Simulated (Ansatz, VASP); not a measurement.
**Ba3Be: VASP beside Ansatz**

```
Ba Be
1.0
     5.58314    0.00000    0.00000
     0.00000    5.58314    0.00000
     0.00000    0.00000    5.58314
Ba Be
3 1
Direct
  0.00000 0.50000 0.50000
  0.50000 0.00000 0.50000
  0.50000 0.50000 0.00000
  0.00000 0.00000 0.00000
```

Alike in both runs: task relaxation of cell and atoms; functional PBE; k mesh 8 × 8 × 8; occupations gaussian, width 0.1 eV; no spin polarisation.

```csv
,VASP,Ansatz
version,VASP 6.6.1,Ansatz 0.2.0
potentials or method,"VASP PAW PBE potentials, release 64 (Ba_sv, Be), cutoff 600 eV","scalar-relativistic, plane waves, PAW"
valence electrons in the cell,32,32
```

VASP gave:

```
gap on the k mesh at the Fermi level, each at its own relaxed structure (eV) : none
relaxed volume (Å³/atom)                                                     : 43.44
relaxed cell length with the largest relative difference (Å)                 : 5.580
```

Q: What did Ansatz give for the same quantities?

A: gap on the k mesh at the Fermi level, each at its own relaxed structure (eV): none; relaxed volume (Å³/atom): 42.68; relaxed cell length with the largest relative difference (Å): 5.548.

A gap of «none» marks a metal or a gap that the smearing closes.

Spin-orbit coupling is off throughout.
